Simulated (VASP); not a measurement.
# Te (P3_121) in VASP: notebook

Runs on Te. Level: r2SCAN. Tasks: single point.

All numbers are computed with VASP 6.6.1; they aren't measurements. Logs are shortened: lines on timing, memory, paths and dates and some standing lists are left out, and cuts for length are marked.

## 1. The cell of the first run

The structure is trigonal, space group P3_121 (No. 152). The conventional cell has a = 4.632 Å, b = 4.632 Å, c = 5.887 Å, α = 90.00°, β = 90.00°, γ = 120.00°. Te (site symmetry 2) has 6 Te at 2.83 to 3.62 Å within 3.7 Å.

## 2. Single point, r2SCAN

File POSCAR:

```
Te
1.0
    4.6324895870      0.0000000000      0.0000000000
   -2.3162447935      4.0118536651      0.0000000000
    0.0000000000      0.0000000000      5.8869033494
Te
3
Direct
    0.2535874851      0.0000000000      0.3333333333
    1.0000000000      0.2535874851      0.6666666667
    0.7464125149      0.7464125149      0.0000000000
```

File INCAR.step1:

```
PREC     = Accurate       # precision mode
ENCUT    = 550            # plane-wave cutoff, eV
ISMEAR   = 1              # smearing method
SIGMA    = 0.3            # smearing width, eV
LREAL    = False          # projectors in reciprocal space
LASPH    = True           # aspherical terms in the spheres
NELM     = 120            # most SCF steps
NBANDS   = 16             # bands
GGA      = PE             # functional
ALGO     = Normal         # electronic algorithm
EDIFF    = 1E-5           # SCF threshold, eV
LWAVE    = True           # write WAVECAR
LCHARG   = False          # write CHGCAR
GGA_COMPAT= False
```

File INCAR.step2:

```
PREC     = Accurate       # precision mode
ENCUT    = 550            # plane-wave cutoff, eV
EDIFF    = 1E-6           # SCF threshold, eV
ISMEAR   = 1              # smearing method
SIGMA    = 0.3            # smearing width, eV
LREAL    = False          # projectors in reciprocal space
LASPH    = True           # aspherical terms in the spheres
NELM     = 120            # most SCF steps
ALGO     = Normal         # electronic algorithm
ISIF     = 2              # what is computed and relaxed
LWAVE    = False          # write WAVECAR
LCHARG   = False          # write CHGCAR
METAGGA  = R2SCAN         # meta-GGA
LMIXTAU  = True         
NBANDS   = 16             # bands
ISTART   = 1            
GGA_COMPAT= False
```

File KPOINTS:

```
Automatic mesh
0
Gamma
  8 8 6
```

Potentials or basis: VASP PAW PBE potentials, release 64 (Te).

On the command line:

```
$ cat potpaw_PBE.64/Te/POTCAR > POTCAR
$ cp INCAR.step1 INCAR
$ mpirun -np 1 vasp_std > vasp.out
$ cp INCAR.step2 INCAR
$ mpirun -np 1 vasp_std > vasp.out
```

OUTCAR:

```text
PREC = Accurate
   ENCUT = 550
   EDIFF = 1E-6
   ISMEAR = 1
   LREAL = False
   LASPH = True
   NELM = 120
   ISIF = 2
   METAGGA = R2SCAN
   ISTART = 1

 ion  position               nearest neighbor table
   1  0.254  0.000  0.333-   3 2.83   2 2.83   3 3.62   3 3.62   2 3.62   2 3.62
   2  0.000  0.254  0.667-   3 2.83   1 2.83   3 3.62   3 3.62   1 3.62   1 3.62
   3  0.746  0.746  0.000-   2 2.83   1 2.83   1 3.62   2 3.62   2 3.62   1 3.62

  LATTYP: Found a hexagonal cell.
 ALAT       =     4.6324895870
 C/A-ratio  =     1.2707860944

  Lattice vectors:

 A1 = (   4.6324895870,   0.0000000000,   0.0000000000)
 A2 = (  -2.3162447935,   4.0118536651,   0.0000000000)
 A3 = (   0.0000000000,   0.0000000000,   5.8869033494)

Analysis of symmetry for initial positions (statically):
=====================================================================
 Subroutine PRICEL returns:
 Original cell was already a primitive cell.

 Routine SETGRP: Setting up the symmetry group for a
 hexagonal supercell.

 Subroutine GETGRP returns: Found  6 space group operations
 (whereof  2 operations were pure point group operations)
 out of a pool of 24 trial point group operations.

The static configuration has the point symmetry C_2 .
 The point group associated with its full space group is D_3 .

Analysis of symmetry for dynamics (positions and initial velocities):
=====================================================================
 Subroutine PRICEL returns:
 Original cell was already a primitive cell.

 Routine SETGRP: Setting up the symmetry group for a
 hexagonal supercell.

 Subroutine GETGRP returns: Found  6 space group operations
 (whereof  2 operations were pure point group operations)
 out of a pool of 24 trial point group operations.

The dynamic configuration has the point symmetry C_2 .
 The point group associated with its full space group is D_3 .

 Subroutine INISYM returns: Found  6 space group operations
 (whereof  2 operations are pure point group operations),
 and found     1 'primitive' translations

----------------------------------------------------------------------------------------

                                     Primitive cell

  volume of cell :     109.4073

  direct lattice vectors                    reciprocal lattice vectors
     4.632489587  0.000000000  0.000000000     0.215866648  0.124630667  0.000000000
    -2.316244794  4.011853665  0.000000000     0.000000000  0.249261335  0.000000000
     0.000000000  0.000000000  5.886903349     0.000000000  0.000000000  0.169868595

  length of vectors
     4.632489587  4.632489587  5.886903349     0.249261335  0.249261335  0.169868595

  position of ions in fractional coordinates (direct lattice)
     0.253587485  0.000000000  0.333333333
     1.000000000  0.253587485  0.666666667
     0.746412515  0.746412515  0.000000000

  ion indices of the primitive-cell ions
   primitive index   ion index
                 1           1
                 2           2
                 3           3

----------------------------------------------------------------------------------------

 KPOINTS: Automatic mesh

Automatic generation of k-mesh.
 Grid dimensions read from file:
 generate k-points for:    8    8    6

 Generating k-lattice:

  Cartesian coordinates                     Fractional coordinates (reciprocal lattice)
     0.026983331  0.015578833  0.000000000     0.125000000 -0.000000000  0.000000000
     0.000000000  0.031157667  0.000000000     0.000000000  0.125000000  0.000000000
     0.000000000  0.000000000  0.028311432     0.000000000  0.000000000  0.166666667

  Length of vectors
     0.031157667  0.031157667  0.028311432

  Shift w.r.t. Gamma in fractional coordinates (k-lattice)
     0.000000000  0.000000000  0.000000000

 Subroutine IBZKPT returns following result:
 ===========================================

 Found     50 irreducible k-points:

 Following reciprocal coordinates:
            Coordinates               Weight
  0.000000  0.000000  0.000000      1.000000
  0.125000 -0.000000  0.000000      6.000000
  0.250000 -0.000000  0.000000      6.000000
  0.375000 -0.000000  0.000000      6.000000
  0.500000 -0.000000  0.000000      3.000000
  0.125000  0.125000  0.000000      6.000000
[... 16 lines left out ...]
 -0.125000  0.500000  0.166667     12.000000
  0.250000  0.250000  0.166667     12.000000
 [... further k-points ...]
   k-points           NKPTS =     50   k-points in BZ     NKDIM =     50   number of bands    NBANDS=     16
   number of dos      NEDOS =    301   number of ions     NIONS =      3
   total plane-waves  NPLWV =  62208
   dimension x,y,z NGX =    36 NGY =   36 NGZ =   48
   dimension x,y,z NGXF=    72 NGYF=   72 NGZF=   96
   ions per type =               3
   NGX,Y,Z   is equivalent  to a cutoff of  12.92, 12.92, 13.56 a.u.
   NGXF,Y,Z  is equivalent  to a cutoff of  25.84, 25.84, 27.11 a.u.
 SYSTEM =  unknown system
   PREC   = accura    normal or accurate (medium, high low for compatibility)
   ISTART =      1    job   : 0-new  1-cont  2-samecut
   ICHARG =      0    charge: 1-file 2-atom 10-const
   ISPIN  =      1    spin polarized calculation?
   LNONCOLLINEAR =      F non collinear calculations
   LSORBIT =      F    spin-orbit coupling
   LASPH  =      T    aspherical Exc in radial PAW
   ENCUT  =  550.0 eV  40.42 Ry    6.36 a.u.   8.86  8.86 11.26*2*pi/ulx,y,z
   NELM   =    120;   NELMIN=  2; NELMDL=  0     # of ELM steps
   EDIFF  = 0.1E-05   stopping-criterion for ELM
   LREAL  =      F    real-space projection
   EDIFFG = 0.1E-04   stopping-criterion for IOM
   NSW    =      0    number of steps for IOM
   IBRION =     -1    ionic relax: 0-MD 1-quasi-New 2-CG
   NFREE  =      0    steps in history (QN), initial steepest desc. (CG)
   ISIF   =      2    stress and relaxation
   ISYM   =      2    0-nonsym 1-usesym 2-fastsym
   POTIM  = 0.5000    time-step for ionic-motion
   TEBEG  =    0.0;   TEEND  =   0.0 temperature during run
   PSTRESS=    0.0 pullay stress
   NELECT =      18.0000    total number of electrons
   NUPDOWN=      -1.0000    fix difference up-down
   EMIN   =  10.00;   EMAX   =-10.00  energy-range for DOS
   EFERMI =   0.00;   METHOD = LEGACY
   ISMEAR =     1;   SIGMA  =   0.30  broadening in eV -4-tet -1-fermi 0-gaus
   EFERMI_NEDOS =   21; number of points for ismear=-14 and -15
   IALGO  =     38    algorithm
   IMIX   =      4    mixing-type and parameters
     AMIX     =   0.40;   BMIX     =  1.00
     AMIX_MAG =   1.60;   BMIX_MAG =  1.00
  volume/ion in A,a.u.               =      36.47       246.11
  Fermi-wavevector in a.u.,A,eV,Ry     =   0.897050  1.695179 10.948601  0.804699
  Thomas-Fermi vector in A             =   2.019586
   LORBIT       =      0    0 simple, 1 ext, 2 COOP (PROOUT), +10 PAW based schemes
   METAGGA = R2SCAN    functional components
   LHFCALC =     F    Hartree Fock is set to
   AEXX    =    0.0000 exact exchange contribution
   IVDW    =     0    specifies the selected vdW correction
   LEPSILON=     F    determine dielectric tensor
   LRPA    =     F    only Hartree local field effects (RPA)
 non-spin polarized calculation
 Methfessel and Paxton  Order N= 1 SIGMA  =   0.30
  energy-cutoff  :      550.00
  volume of cell :      109.41
 maximum number of plane-waves:      3250
 NGX is ok and might be reduce to    36
   NGX = 17   NGY = 17   NGZ = 23

 number of electron      17.9999999 magnetization

 Free energy of the ion-electron system (eV)
  ---------------------------------------------------
  ext. energy  EPLUGINS =         0.00000000
  ---------------------------------------------------
  free energy    TOTEN  =       -76.24520931 eV

  energy without entropy =      -76.25078082  energy(sigma->0) =      -76.24706648

 E-fermi :   4.9789     XC(G=0):  -9.1240

 val. band max:        4.9117120375   @ k =   0.3750   0.2500   0.5000
 cond. band min:       5.6898457897   @ k =   0.0000   0.0000   0.5000
 fundamental gap:      0.7781337521
 Fermi energy:         4.9788621511

 k-point     1 :       0.0000    0.0000    0.0000
  band No.  band energies     occupation
      1      -8.9572      2.00000
      2      -5.5366      2.00000
      3      -5.5366      2.00000
      4       1.6820      2.00000
      5       1.9064      2.00000
      6       1.9064      2.00000
[... 8 lines left out ...]
     15      11.1312      0.00000
     16      11.8627      0.00000

 k-point     2 :       0.1250   -0.0000    0.0000
  band No.  band energies     occupation
      1      -8.8702      2.00000
      2      -5.5822      2.00000
      3      -5.5174      2.00000
      4       1.0967      2.00000
      5       1.5438      2.00000
      6       1.8295      2.00000
[... 8 lines left out ...]
     15      11.4496      0.00000
     16      11.7665      0.00000

 k-point     3 :       0.2500   -0.0000    0.0000
  band No.  band energies     occupation
      1      -8.6313      2.00000
      2      -5.7458      2.00000
      3      -5.4679      2.00000
      4       0.4302      2.00000
      5       1.0484      2.00000
      6       1.5559      2.00000
[... 8 lines left out ...]
     15      11.8073      0.00000
     16      12.4511      0.00000

 k-point     4 :       0.3750   -0.0000    0.0000
  band No.  band energies     occupation
      1      -8.3287      2.00000
      2      -6.0117      2.00000
      3      -5.4141      2.00000
      4       0.1713      2.00000
      5       0.6960      2.00000
      6       1.3948      2.00000
[... 8 lines left out ...]
     15      12.7047      0.00000
     16      13.5257      0.00000
[... 324 lines left out ...]
 k-point    22 :       0.3750    0.1250    0.1667
  band No.  band energies     occupation
      1      -8.0950      2.00000
      2      -6.3626      2.00000
      3      -5.3047      2.00000
      4       0.2003      2.00000
      5       0.4247      2.00000
      6       1.5535      2.00000
[... 8 lines left out ...]
     15      12.7473      0.00000
     16      13.1632      0.00000

 k-point    23 :      -0.1250    0.5000    0.1667
  band No.  band energies     occupation
      1      -8.0881      2.00000
      2      -6.4194      2.00000
      3      -5.2243      2.00000
      4       0.0110      2.00000
      5       0.3942      2.00000
      6       1.4323      2.00000
[... 8 lines left out ...]
     15      12.8356      0.00000
     16      13.8255      0.00000

 k-point    24 :       0.2500    0.2500    0.1667
  band No.  band energies     occupation
      1      -8.0991      2.00000
      2      -6.3569      2.00000
      3      -5.2954      2.00000
      4       0.0428      2.00000
      5       0.5273      2.00000
      6       1.6286      2.00000
[... 8 lines left out ...]
     15      12.8218      0.00000
     16      13.3310      0.00000

 [... further k-points ...]

------------------------ aborting loop because EDIFF is reached ----------------------------------------

  FORCE on cell =-STRESS in cart. coord.  units (eV):
  Direction    XX          YY          ZZ          XY          YZ          ZX
  --------------------------------------------------------------------------------------
  -------------------------------------------------------------------------------------
  Total       -0.0211318     -0.0211318      0.0788737      0.0000000      0.0000000      0.0000000
  in kB       -0.3094579     -0.3094579      1.1550377      0.0000000      0.0000000      0.0000000
  external PRESSURE =       0.1787073 kB  Pullay stress =       0.0000000 kB

 VOLUME and BASIS-vectors are now :
 -----------------------------------------------------------------------------
  energy-cutoff  :      550.00
  volume of cell :      109.41
      direct lattice vectors                 reciprocal lattice vectors
     4.632489587  0.000000000  0.000000000     0.215866648  0.124630667  0.000000000
    -2.316244794  4.011853665  0.000000000     0.000000000  0.249261335  0.000000000
     0.000000000  0.000000000  5.886903349     0.000000000  0.000000000  0.169868595

 POSITION                                       TOTAL-FORCE (eV/Angst)
 -----------------------------------------------------------------------------------
      1.17474      0.00000      1.96230         0.019492      0.000000     -0.000000
     -0.58737      1.01736      3.92460        -0.009746      0.016881      0.000000
      1.72887      2.99450      0.00000        -0.009746     -0.016881      0.000000
 -----------------------------------------------------------------------------------
    total drift:                               -0.000000     -0.000000      0.000000

  FREE ENERGIE OF THE ION-ELECTRON SYSTEM (eV)
  ---------------------------------------------------
  free  energy   TOTEN  =       -76.2452093085 eV

  energy  without entropy=      -76.2507808150  energy(sigma->0) =      -76.24706648
```

Wall time 4.5 min (1 thread of AMD EPYC 9R45 (Zen 5), shared host); peak memory 0.26 GiB.

What came out:

| Item | Value |
| --- | --- |
| Free energy | -76.2452 eV |
| Pressure | 0.0 GPa |
| Largest force | 0.019 eV/Å |
| Band gap on the k mesh | 0.78 eV |

Forces in eV/Å, atoms in the order of the input:
```
Te   0.019  0.000  0.000
Te  -0.010  0.017  0.000
Te  -0.010 -0.017  0.000
```

Levels at points of the mesh, in eV from the valence-band top:
```tsv
k point	band 5	band 6	band 7	band 8	band 9	band 10	band 11	band 12	band 13	band 14
(0.00, 0.00, 0.00)	-3.01	-3.01	-1.69	-1.69	-0.66	1.24	1.24	1.74	5.44	5.44
(0.50, 0.00, 0.00)	-4.34	-3.41	-3.12	-1.25	-0.92	1.29	1.45	3.76	3.84	7.37
(0.00, 0.00, 0.50)	-2.79	-2.79	-1.36	-1.23	-1.23	0.78	0.87	0.87	4.77	5.84
(0.50, 0.00, 0.50)	-3.81	-3.68	-2.18	-1.80	-0.10	1.18	2.16	2.62	5.14	6.13
```

Caveat: the PAW data sets were made with another functional, which shifts forces and pressure a little; spin-orbit coupling is left out, which moves the levels of the heavy elements. A k mesh can miss the band edges.

## 3. Single point, r2SCAN

POSCAR is that of step 2.

File INCAR.step1:

```
SYSTEM = Te
PREC = Accurate
ENCUT = 550
ISMEAR = 1
SIGMA = 0.6
LREAL = .False.
LASPH = .True.
NELM = 120
NBANDS = 16
GGA = PE
ALGO = Normal
EDIFF = 1E-5
LWAVE = .True.
LCHARG = .False.
GGA_COMPAT = .False.
```

File INCAR.step2:

```
SYSTEM = Te
PREC = Accurate
ENCUT = 550
EDIFF = 1E-6
ISMEAR = 1
SIGMA = 0.6
LREAL = .False.
LASPH = .True.
NELM = 120
ALGO = Normal
ISIF = 2
LWAVE = .False.
LCHARG = .True.
METAGGA = R2SCAN
LMIXTAU = .True.
LELF = .True.
LVHAR = .True.
NBANDS = 16
ISTART = 1
GGA_COMPAT = .False.
```

File KPOINTS:

```
regular mesh
0
Gamma
  8 8 6
  0 0 0
```

Potentials or basis: VASP PAW PBE potentials, release 64 (Te).

On the command line:

```
$ cat potpaw_PBE.64/Te/POTCAR > POTCAR
$ cp INCAR.step1 INCAR
$ mpirun -np 1 vasp_std > vasp.out
$ cp INCAR.step2 INCAR
$ mpirun -np 1 vasp_std > vasp.out
```

It took 4.7 min on 1 thread of AMD EPYC 9R45 (Zen 5), shared host; peak memory 0.26 GiB.

Results (log left out):

| Quantity | Value |
| --- | --- |
| Free energy | -76.2156 eV |
| Pressure | 0.0 GPa |
| Band gap on the k mesh | 0.78 eV |

Stress tensor (GPa, compression positive):
```
-0.10  0.00  0.00
 0.00 -0.10  0.00
 0.00  0.00  0.12
```

Levels at points of the mesh, in eV from the valence-band top:
```tsv
k point	band 7	band 8	band 9	band 10	band 11	band 12
(0.00, 0.00, 0.00)	-1.69	-1.69	-0.66	1.24	1.24	1.74
(0.50, 0.00, 0.00)	-3.12	-1.25	-0.92	1.29	1.45	3.75
(0.00, 0.00, 0.50)	-1.36	-1.23	-1.23	0.78	0.87	0.87
(0.50, 0.00, 0.50)	-2.18	-1.80	-0.10	1.18	2.16	2.62
```

Caveat: the PAW data sets were made with another functional, which shifts forces and pressure a little; spin-orbit coupling is left out, which moves the levels of the heavy elements.

(Continued in part 2 of 2.)
